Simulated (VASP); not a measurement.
Set up this calculation in VASP 6.6.1, as the native input.

- Task: single point
- Functional: r2SCAN
- Potentials or basis: VASP PAW PBE potentials, release 64 (Ti_sv, Al)
- Cutoff: 520 eV
- k mesh: 18 × 18 × 6
- Occupations: gaussian, width 0.1 eV
- Spin: no spin polarisation
- Dipole correction: no
- Further INCAR settings: ALGO = Normal; EDIFF = 1e-06; NBANDS = 28

Crystal: Ti3Al.

```
CELL_PARAMETERS angstrom
2.90280 0.00000 0.00000
-1.45140 2.51390 0.00000
0.00000 0.00000 8.31803
ATOMIC_POSITIONS crystal
Ti 0.66667 0.33333 0.00000
Ti 0.33333 0.66667 0.75979
Ti 0.33333 0.66667 0.24021
Al 0.66667 0.33333 0.50000
```

This cell differs from its parent crystal: strained.

One way to write it, as run:

POSCAR

```
Ti3Al
1.0
    2.9028044911      0.0000000000      0.0000000000
   -1.4514022455      2.5139024315      0.0000000000
    0.0000000000      0.0000000000      8.3180266611
Ti Al
3 1
Direct
    0.6666666700      0.3333333300      0.0000000000
    0.3333333300      0.6666666700      0.7597907792
    0.3333333300      0.6666666700      0.2402092208
    0.6666666700      0.3333333300      0.5000000000
```

INCAR.step1

```
SYSTEM = Ti3Al
PREC = Accurate
ENCUT = 520
ISMEAR = 0
SIGMA = 0.1
LREAL = .False.
LASPH = .True.
NELM = 60
NBANDS = 28
GGA = PE
ALGO = Normal
EDIFF = 1E-4
LWAVE = .True.
LCHARG = .False.
```

INCAR.step2

```
SYSTEM = Ti3Al
PREC = Accurate
ENCUT = 520
EDIFF = 1E-6
ISMEAR = 0
SIGMA = 0.1
LREAL = .False.
LASPH = .True.
NELM = 60
ALGO = Normal
ISIF = 2
LWAVE = .False.
LCHARG = .False.
METAGGA = R2SCAN
LMIXTAU = .True.
NBANDS = 28
ISTART = 1
```

KPOINTS

```
Automatic mesh
0
Gamma
  18 18 6
  0 0 0
```

Potentials or basis: VASP PAW PBE potentials, release 64 (Ti_sv, Al).

Launch:

```console
$ cat potpaw_PBE.64/Ti_sv/POTCAR potpaw_PBE.64/Al/POTCAR > POTCAR
$ cp INCAR.step1 INCAR
$ mpirun -np 1 vasp_std > vasp.out
$ cp INCAR.step2 INCAR
$ mpirun -np 1 vasp_std > vasp.out
```

Results of the run:

| Quantity | Value |
| --- | --- |
| Pressure | 18.1 GPa |
| Largest force | 1.019 eV/Å |
| Band gap on the k mesh | zero (an odd number of electrons rules out a gap without spin polarisation) |

Caveat: the cell differs from its parent crystal (strained); the stress differs along the axes, from 11 to 32 GPa; the PAW data sets were made with another functional, which shifts forces and pressure a little.

Run time: 12 min on 1 thread of AMD EPYC 7R13, with other jobs on the host, peak memory 0.34 GiB.
